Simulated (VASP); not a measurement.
# ZnS (Imm2) in VASP: a series of runs, part 2 of 2

VASP 6.6.1. Earlier steps stand in the parts before.

### 3 Single point, PBE (uniaxial strain along a: +1.0 %, then relaxed in part)

The input, INCAR:

```
SYSTEM = ZnS
PREC = Accurate
ENCUT = 520
EDIFF = 1E-6
ISMEAR = 0
SIGMA = 0.02
LREAL = .FALSE.
LASPH = .TRUE.
NELM = 100
ALGO = Normal
ISIF = 2
LWAVE = .FALSE.
LCHARG = .FALSE.
GGA = PE
NBANDS = 26
```

The input, KPOINTS:

```
Automatic mesh
0
G
  8 8 6
  0 0 0
```

The input, POSCAR:

```
ZnS
1.0
    2.7483659556      2.7483659556      0.0000000000
   -2.7225062292      2.7225062292      0.0000000000
    0.0000000000      0.0000000000      5.4119938382
Zn S
2 2
Direct
    0.0000000000      0.0000000000     -0.0007849774
    0.5000000000      0.5000000000      0.4992150226
    0.5000000000      0.0000000000      0.7507849774
    0.0000000000      0.5000000000      0.2507849774
```

Potentials or basis: VASP PAW PBE potentials, release 64 (Zn, S).

Run with:

```sh
$ cat potpaw_PBE.64/Zn/POTCAR potpaw_PBE.64/S/POTCAR > POTCAR
$ mpirun -np 1 vasp_std > vasp.out
```

OUTCAR:

```text
SYSTEM = ZnS
   PREC = Accurate
   ENCUT = 520
   EDIFF = 1E-6
   ISMEAR = 0
   LREAL = .FALSE.
   LASPH = .TRUE.
   NELM = 100
   ISIF = 2
   GGA = PE

 ion  position               nearest neighbor table
   1  0.000  0.000  0.999-   4 2.36   4 2.36   3 2.36   3 2.36
   2  0.500  0.500  0.499-   3 2.36   3 2.36   4 2.36   4 2.36
   3  0.500  0.000  0.751-   2 2.36   2 2.36   1 2.36   1 2.36
   4  0.000  0.500  0.251-   1 2.36   1 2.36   2 2.36   2 2.36

  LATTYP: Found a simple orthorhombic cell.
 ALAT       =     3.8502052330
 B/A-ratio  =     1.0094985004
 C/A-ratio  =     1.4056377545

  Lattice vectors:

 A1 = (   2.7225062292,  -2.7225062292,   0.0000000000)
 A2 = (   2.7483659556,   2.7483659556,   0.0000000000)
 A3 = (   0.0000000000,   0.0000000000,   5.4119938382)

Analysis of symmetry for initial positions (statically):
=====================================================================
 Subroutine PRICEL returns following result:

  LATTYP: Found a body centered orthorhombic cell.
 ALAT       =     3.8502052330
[... 187 lines left out ...]
  ext. energy  EPLUGINS =         0.00000000
  ---------------------------------------------------
  free energy    TOTEN  =       -13.70332451 eV

  energy without entropy =      -13.70332451  energy(sigma->0) =      -13.70332451

 E-fermi :   2.0143     XC(G=0):  -9.5081

 val. band max:        1.8906298616   @ k =   0.0000   0.0000   0.0000
 cond. band min:       3.8667395983   @ k =   0.0000   0.0000   0.0000
 fundamental gap:      1.9761097367
 Fermi energy:         2.0143104795

 k-point     1 :       0.0000    0.0000    0.0000
  band No.  band energies     occupation
      1     -11.0945      2.00000
      2      -9.9076      2.00000
      3      -4.3752      2.00000
      4      -4.3752      2.00000
      5      -4.3709      2.00000
      6      -4.3670      2.00000
[... 685 lines left out ...]
     25      13.0160      0.00000
     26      13.0786      0.00000

 [... further k-points ...]
[... 5 lines left out ...]
  --------------------------------------------------------------------------------------
  -------------------------------------------------------------------------------------
  Total       -0.1479046     -0.1479046      0.0675264     -0.2175321      0.0000000      0.0000000
  in kB       -2.9259145     -2.9259145      1.3358377     -4.3033153      0.0000000      0.0000000
  external PRESSURE =      -1.5053305 kB  Pullay stress =       0.0000000 kB

 VOLUME and BASIS-vectors are now :
 -----------------------------------------------------------------------------
  energy-cutoff  :      520.00
  volume of cell :       80.99
      direct lattice vectors                 reciprocal lattice vectors
     2.748365956  2.748365956  0.000000000     0.181926282  0.181926282  0.000000000
    -2.722506229  2.722506229  0.000000000    -0.183654309  0.183654309  0.000000000
     0.000000000  0.000000000  5.411993838     0.000000000  0.000000000  0.184774785

 POSITION                                       TOTAL-FORCE (eV/Angst)
 -----------------------------------------------------------------------------------
      0.00000      0.00000      5.40775        -0.000000      0.000000     -0.000189
      0.01293      2.73544      2.70175        -0.000000     -0.000000     -0.000189
      1.37418      1.37418      4.06324        -0.000000     -0.000000      0.000189
     -1.36125      1.36125      1.35725         0.000000     -0.000000      0.000189
 -----------------------------------------------------------------------------------
    total drift:                                0.000000      0.000000      0.000957

  FREE ENERGIE OF THE ION-ELECTRON SYSTEM (eV)
  ---------------------------------------------------
  free  energy   TOTEN  =       -13.7033245082 eV

  energy  without entropy=      -13.7033245082  energy(sigma->0) =      -13.70332451
```

OSZICAR:

```text
N       E                     dE             d eps       ncg     rms          rms(c)
DAV:   1     0.242910929362E+03    0.24291E+03   -0.17278E+04  5200   0.166E+03
DAV:   2     0.101022993509E+02   -0.23281E+03   -0.22246E+03  5354   0.346E+02
DAV:   3    -0.139467599415E+02   -0.24049E+02   -0.23793E+02  6188   0.110E+02
DAV:   4    -0.145484559115E+02   -0.60170E+00   -0.60032E+00  6102   0.174E+01
DAV:   5    -0.145577274414E+02   -0.92715E-02   -0.92693E-02  6270   0.215E+00    0.931E+00
DAV:   6    -0.137114162550E+02    0.84631E+00   -0.16308E+00  7900   0.362E+01    0.718E+00
DAV:   7    -0.137071988135E+02    0.42174E-02   -0.11373E+00  5540   0.621E+00    0.347E+00
DAV:   8    -0.137023209605E+02    0.48779E-02   -0.33787E-02  6506   0.190E+00    0.996E-01
DAV:   9    -0.137029473300E+02   -0.62637E-03   -0.74397E-03  7060   0.133E+00    0.220E-01
DAV:  10    -0.137031197600E+02   -0.17243E-03   -0.67732E-04  5918   0.307E-01    0.856E-02
DAV:  11    -0.137033230683E+02   -0.20331E-03   -0.33542E-04  5384   0.124E-01    0.547E-02
DAV:  12    -0.137033220933E+02    0.97501E-06   -0.14105E-05  6172   0.350E-02    0.971E-03
DAV:  13    -0.137033244637E+02   -0.23705E-05   -0.42794E-06  5178   0.131E-02    0.220E-03
DAV:  14    -0.137033245082E+02   -0.44464E-07   -0.24966E-07  3214   0.900E-03
   1 F= -.13703325E+02 E0= -.13703325E+02  d E =-.724227E-21
```

stdout:

```text
POSCAR found type information on POSCAR ZnS
 POSCAR found :  2 types and       4 ions
 scaLAPACK will be used
 LDA part: xc-table for (Slater+PW92), standard interpolation
 POSCAR, INCAR and KPOINTS ok, starting setup
 FFT: planning ... GRIDC
 FFT: planning ... GRID_SOFT
 FFT: planning ... GRID
 WAVECAR not read
 entering main loop
```

It took 100 s on 1 thread of AMD EPYC 9R45 (Zen 5), shared host; peak memory 0.27 GiB.

What came out:

```yaml
Free_energy: -13.7033 eV
Pressure: -0.2 GPa
Band_gap_on_the_k_mesh: 1.98 eV
```

Caveat: the cell differs from its parent crystal (uniaxial strain along a: +1.0 %, then relaxed in part).
